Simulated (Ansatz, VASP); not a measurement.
GdAl2N3 in VASP and in Ansatz

```
CELL_PARAMETERS angstrom
5.35110 0.00000 0.00000
-2.67555 4.63419 0.00000
0.00000 0.00000 2.67652
ATOMIC_POSITIONS crystal
Gd 0.00000 0.00000 0.00000
Al 0.66667 0.33333 0.00000
Al 0.33333 0.66667 0.00000
N 0.50000 0.50000 0.50000
N 0.50000 0.00000 0.50000
N 0.00000 0.50000 0.50000
```

Change from the starting cell: species swapped into the EuAl2Ag3 type (P6/mmm, No. 191).

Alike in both runs: functional PBE; k mesh 6 × 6 × 4; occupations gaussian, width 0.1 eV; collinear spin.

Ansatz relaxed the structure, and its values are those at the end. VASP's run is a single point on that final structure, the one shown.

```csv
,VASP,Ansatz
version,VASP 6.6.1,Ansatz 0.2.0
potentials or method,"VASP PAW PBE potentials, release 64 (Gd, Al, N), cutoff 520 eV","scalar-relativistic, plane waves, PAW"
valence electrons in the cell,39,39
```

|  | VASP | Ansatz | Ansatz less VASP |
| --- | --- | --- | --- |
| gap on the k mesh at the Fermi level (eV) | none | none | - |
| pressure (GPa) | -0.1 | 0.0 | +0.12 |
| net moment per atom (μB) | 1.10 | 1.10 | -0.001 |
| size of the moment on the site where the two differ most (μB) | 6.74 | 6.85 | +0.107 |

Site moments also hang on the region over which each program counts them. A gap of «none» marks a metal or a gap that the smearing closes.

The k mesh is coarse, so the values compare programs but aren't converged. Spin-orbit coupling is off throughout.
